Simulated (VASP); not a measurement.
Wanted: the native input for a VASP 6.6.1 run.

```
Task                   : single point
Functional             : PBE
Potentials or basis    : VASP PAW PBE potentials, release 64 (Al, Ga_d, As)
Cutoff                 : 500 eV
k mesh                 : 6 × 6 × 6
Occupations            : gaussian, width 0.1 eV
Spin                   : no spin polarisation
Dipole correction      : no
Further INCAR settings : ALGO = Normal; EDIFF = 1e-06; NBANDS = 41
```

The structure of Al3Ga2As5 lies in POSCAR:

```
Al3Ga2As5
1.0
   -2.0281111000     10.1416344000      2.8667651000
    2.0281111000    -10.1416344000      2.8667651000
    2.0281111000     10.1416344000     -2.8667651000
Al Ga As
3 2 5
Direct
    0.0001290000      0.0001290000      0.0000000000
    0.7997190000      0.9998340000      0.7998850000
    0.1999490000      0.9998340000      0.2001150000
    0.6000580000      0.0000650000      0.5999930000
    0.4000720000      0.0000650000      0.4000070000
    0.3484770000      0.2484040000      0.1000730000
    0.7514710000      0.2514710000      0.5000000000
    0.1483310000      0.2484040000      0.8999270000
    0.5506490000      0.2508965000      0.2997525000
    0.9511440000      0.2508965000      0.7002475000
```

The input as run:

INCAR

```
PREC = Accurate
ENCUT = 500
EDIFF = 1E-6
ISMEAR = 0
SIGMA = 0.1
LREAL = False
LASPH = True
NELM = 120
ALGO = Normal
ISIF = 2
LWAVE = False
LCHARG = False
GGA = PE
NBANDS = 41
GGA_COMPAT = False
```

KPOINTS

```
regular mesh
0
Gamma
  6 6 6
```

Potentials or basis: VASP PAW PBE potentials, release 64 (Al, Ga_d, As).

Run with:

```bash
$ cat potpaw_PBE.64/Al/POTCAR potpaw_PBE.64/Ga_d/POTCAR potpaw_PBE.64/As/POTCAR > POTCAR
$ mpirun -np 1 vasp_std > vasp.out
```

It gave:

```yaml
Pressure: 0.2 GPa
Largest_force: 0.008 eV/Å
Band_gap_on_the_k_mesh: 1.08 eV
```

It took 32 min on 1 thread of Oxide Virtual Turin-like Processor, with other jobs on the host, peak memory 1.1 GiB.
